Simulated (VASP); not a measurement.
# Al2Cu (Immm) in VASP: further runs, part 2 of 2

VASP 6.6.1.

## 3. Single point, PBEsol (uniaxial strain along a: +2.0 %, then relaxed in part)

INCAR

```
PREC = Accurate ; ENCUT = 520
EDIFF = 1E-6 ; ISMEAR = 0
SIGMA = 0.1 ; LREAL = False
LASPH = True ; NELM = 60
ALGO = Fast ; ISIF = 2
LWAVE = False ; LCHARG = True
GGA = PS ; LELF = True
LVHAR = True ; NBANDS = 26
```

KPOINTS

```
Automatic mesh
0
Gamma
  10 10 6
```

POSCAR

```
Al2Cu
1.0
    2.9204423940      2.9204423940      0.0000000000
   -2.8665525287      2.8665525287      0.0000000000
    0.0000000000      0.0000000000      5.6683272305
Al Cu
4 2
Direct
    0.5000000000      0.0000000000      0.2514667891
    0.0000000000      0.5000000000      0.2485332109
    0.0000000000      0.5000000000      0.7514667891
    0.5000000000      0.0000000000      0.7485332109
    0.0000000000      0.0000000000      0.5000000000
    0.5000000000      0.5000000000      0.0000000000
```

Potentials or basis: VASP PAW PBE potentials, release 64 (Al, Cu).

Command:

```bash
$ cat potpaw_PBE.64/Al/POTCAR potpaw_PBE.64/Cu/POTCAR > POTCAR
$ mpirun -np 1 vasp_std > vasp.out
```

Wall time 3.5 min (1 thread of Intel Xeon 6975P-C (Granite Rapids), shared host); peak memory 0.4 GiB.

Results (log left out):

```
Free energy            : -26.0296 eV
Pressure               : -0.8 GPa
Largest force          : 0.004 eV/Å
Band gap on the k mesh : zero (band 17 reaches 8.61 eV, above the bottom of band 18 at 4.56 eV)
```

Forces on the atoms (eV/Å):
```
Al   0.000  0.000  0.004
Al   0.000  0.000 -0.004
Al   0.000  0.000  0.004
Al   0.000  0.000 -0.004
Cu   0.000  0.000  0.000
Cu   0.000  0.000  0.000
```

Stress tensor (GPa, compression positive):
```
-1.38 -1.63  0.00
-1.63 -1.38  0.00
 0.00  0.00  0.25
```

Levels at points of the mesh, in eV from the Fermi level:
| k point | band 15 | band 16 | band 17 | band 18 | band 19 | band 20 |
| --- | --- | --- | --- | --- | --- | --- |
| (0.00, 0.00, 0.00) | -1.96 | 0.14 | 1.42 | 2.71 | 2.74 | 2.86 |
| (0.50, 0.00, 0.00) | -2.64 | -2.64 | 0.31 | 0.31 | 2.38 | 2.38 |
| (0.00, 0.50, 0.00) | -2.58 | -2.58 | 0.14 | 0.14 | 2.08 | 2.08 |
| (0.50, 0.50, 0.00) | -2.03 | -2.03 | -1.88 | -1.88 | 0.41 | 0.41 |
| (0.00, 0.00, 0.50) | -0.49 | -0.49 | -0.34 | -0.34 | 0.83 | 0.83 |
| (0.50, 0.00, 0.50) | 0.60 | 0.60 | 0.68 | 0.68 | 2.92 | 2.92 |
| (0.00, 0.50, 0.50) | 0.41 | 0.41 | 0.67 | 0.67 | 2.78 | 2.78 |
| (0.50, 0.50, 0.50) | -3.63 | -3.63 | -2.46 | -2.46 | 4.24 | 4.24 |

Caveat: the cell differs from its parent crystal (uniaxial strain along a: +2.0 %, then relaxed in part); the PAW data sets were made with another functional, which shifts forces and pressure a little.

## 4. Single point, PBEsol (uniaxial strain along a: +2.0 %)

INCAR

```
PREC = Accurate
ENCUT = 520
EDIFF = 1E-6
ISMEAR = 0
SIGMA = 0.1
LREAL = F
LASPH = T
NELM = 60
ALGO = Fast
ISIF = 2
LWAVE = F
LCHARG = T
GGA = PS
LELF = T
LVHAR = T
NBANDS = 26
```

KPOINTS

```
regular mesh
0
Gamma
  10 10 6
```

POSCAR

```
Al2Cu
1.0
    2.9204423940      2.9204423940      0.0000000000
   -2.8488629235      2.8488629235      0.0000000000
    0.0000000000      0.0000000000      5.6977258471
Al Cu
4 2
Direct
    0.5000000000      0.0000000000      0.2500000000
    0.0000000000      0.5000000000      0.2500000000
    0.0000000000      0.5000000000      0.7500000000
    0.5000000000      0.0000000000      0.7500000000
    0.0000000000      0.0000000000      0.5000000000
    0.5000000000      0.5000000000      0.0000000000
```

Potentials or basis: VASP PAW PBE potentials, release 64 (Al, Cu).

Command:

```bash
$ cat potpaw_PBE.64/Al/POTCAR potpaw_PBE.64/Cu/POTCAR > POTCAR
$ mpirun -np 1 vasp_std > vasp.out
```

OUTCAR:

```text
PREC = Accurate
   ENCUT = 520
   EDIFF = 1E-6
   ISMEAR = 0
   LREAL = F
   LASPH = T
   NELM = 60
   ISIF = 2
   GGA = PS

 ion  position               nearest neighbor table
   1  0.500  0.000  0.250-   6 2.47   6 2.47   5 2.51   5 2.51   4 2.85   4 2.85   2 2.88   2 2.88
                             2 2.88   2 2.88
   2  0.000  0.500  0.250-   5 2.47   5 2.47   6 2.51   6 2.51   3 2.85   3 2.85   1 2.88   1 2.88
                             1 2.88   1 2.88
   3  0.000  0.500  0.750-   5 2.47   5 2.47   6 2.51   6 2.51   2 2.85   2 2.85   4 2.88   4 2.88
                             4 2.88   4 2.88
[... 930 lines left out ...]
  Total       -0.5858733     -0.5858733     -0.2385130     -1.4594790      0.0000000      0.0000000
  in kB       -9.9006243     -9.9006243     -4.0306109    -24.6636122      0.0000000      0.0000000
  external PRESSURE =      -7.9439532 kB  Pullay stress =       0.0000000 kB

 VOLUME and BASIS-vectors are now :
 -----------------------------------------------------------------------------
  energy-cutoff  :      520.00
  volume of cell :       94.81
      direct lattice vectors                 reciprocal lattice vectors
     2.920442394  2.920442394  0.000000000     0.171206938  0.171206938  0.000000000
    -2.848862924  2.848862924  0.000000000    -0.175508620  0.175508620  0.000000000
     0.000000000  0.000000000  5.697725847     0.000000000  0.000000000  0.175508620

 POSITION                                       TOTAL-FORCE (eV/Angst)
 -----------------------------------------------------------------------------------
      1.46022      1.46022      1.42443         0.000000     -0.000000      0.112028
     -1.42443      1.42443      1.42443        -0.000000     -0.000000     -0.112028
     -1.42443      1.42443      4.27329        -0.000000     -0.000000      0.112028
      1.46022      1.46022      4.27329        -0.000000      0.000000     -0.112028
      0.00000      0.00000      2.84886         0.000000      0.000000     -0.000000
      0.03579      2.88465      0.00000         0.000000      0.000000     -0.000000
 -----------------------------------------------------------------------------------
    total drift:                                0.000000     -0.000000     -0.000000

  FREE ENERGIE OF THE ION-ELECTRON SYSTEM (eV)
  ---------------------------------------------------
  free  energy   TOTEN  =       -26.0241929654 eV

  energy  without entropy=      -26.0181513630  energy(sigma->0) =      -26.02117216
```

stdout:

```text
POSCAR found type information on POSCAR AlCu
 POSCAR found :  2 types and       6 ions
 scaLAPACK will be used
 -----------------------------------------------------------------------------
|                                                                             |
|                                                                             |
|     You enforced a specific xc type in the INCAR file but a different       |
|     I HOPE YOU KNOW WHAT YOU ARE DOING!                                     |
|                                                                             |
 -----------------------------------------------------------------------------

 LDA part: xc-table for (Slater+PW92), standard interpolation
 POSCAR, INCAR and KPOINTS ok, starting setup
 FFT: planning ... GRIDC
 FFT: planning ... GRID_SOFT
 FFT: planning ... GRID
 WAVECAR not read
 entering main loop
```

Run time: 3.2 min. Hardware: 1 thread of Intel Xeon 6975P-C (Granite Rapids), shared host; peak memory 0.4 GiB.

What came out:

```
Free energy            : -26.0242 eV
Pressure               : -0.8 GPa
Largest force          : 0.112 eV/Å
Band gap on the k mesh : zero (band 17 reaches 8.66 eV, above the bottom of band 18 at 4.56 eV)
```

Forces on the atoms (eV/Å):
```
Al   0.000  0.000  0.112
Al   0.000  0.000 -0.112
Al   0.000  0.000  0.112
Al   0.000  0.000 -0.112
Cu   0.000  0.000  0.000
Cu   0.000  0.000  0.000
```

Caveat: the cell differs from its parent crystal (uniaxial strain along a: +2.0 %); the PAW data sets were made with another functional, which shifts forces and pressure a little.

## 5. Overview

```csv
cell,further INCAR settings,gap on the mesh (eV),pressure (GPa),largest force (eV/Å)
"a = 3.968, b = 4.069, c = 5.755 Å, 6 atoms",ALGO = Fast; EDIFF = 1e-07; NBANDS = 26,none,1.7,0.14
"a = 4.130, b = 4.054, c = 5.668 Å, 6 atoms",ALGO = Fast; EDIFF = 1e-06; NBANDS = 26,none,-0.8,-
"a = 4.130, b = 4.029, c = 5.698 Å, 6 atoms",ALGO = Fast; EDIFF = 1e-06; NBANDS = 26,none,-0.8,0.11
```

Alike in all rows: task single point; level PBEsol; potentials or basis VASP PAW PBE potentials, release 64 (Al, Cu); no spin polarisation; k mesh 10 × 10 × 6; cutoff (eV) 520; smearing gaussian 0.1 eV.

Caveats: the PAW data sets were made with another functional, which shifts forces and pressure a little.

Absolute energies hang on the potentials; compare differences alone.
